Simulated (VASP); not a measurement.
A run of VASP 6.6.1 is set up as follows.

INCAR

```
ALGO     = Normal         # electronic algorithm
EDIFF    = 1E-7           # SCF threshold, eV
ENCUT    = 520            # plane-wave cutoff, eV
GGA      = RE             # functional
ISIF     = 2              # what is computed and relaxed
ISMEAR   = -1             # smearing method
ISPIN    = 2              # spin polarisation
LASPH    = True           # aspherical terms in the spheres
LCHARG   = False          # write CHGCAR
LMAXMIX  = 4              # l up to which the mixer works
LORBIT   = 11             # projections on sites
LREAL    = False          # projectors in reciprocal space
LWAVE    = False          # write WAVECAR
MAGMOM   = 0.7 0.7        # initial moments
NBANDS   = 21             # bands
NELM     = 150            # most SCF steps
PREC     = Accurate       # precision mode
SIGMA    = 0.05           # smearing width, eV
```

Contents of KPOINTS:

```
k-points
0
Gamma
  16 16 9
```

File POSCAR:

```
Ni
1.0
    2.5717172935      0.0000000000      0.0000000000
   -1.2858586468      2.2271725075      0.0000000000
    0.0000000000      0.0000000000      4.2116717264
Ni
2
Direct
    0.3333333333      0.6666666667      0.2500000000
    0.6666666667      0.3333333333      0.7500000000
```

Potentials or basis: VASP PAW PBE potentials, release 64 (Ni).

Run with:

```bash
$ cat potpaw_PBE.64/Ni/POTCAR > POTCAR
$ mpirun -np 1 vasp_std > vasp.out
```

(1) What does it give for the pressure?

(2) Estimate the site moments.

Answers

(1) -11.3 GPa.

(2) Ni +0.71 μB.

Caveat: the cell stands under tension; the PAW data sets were made with another functional, which shifts forces and pressure a little.
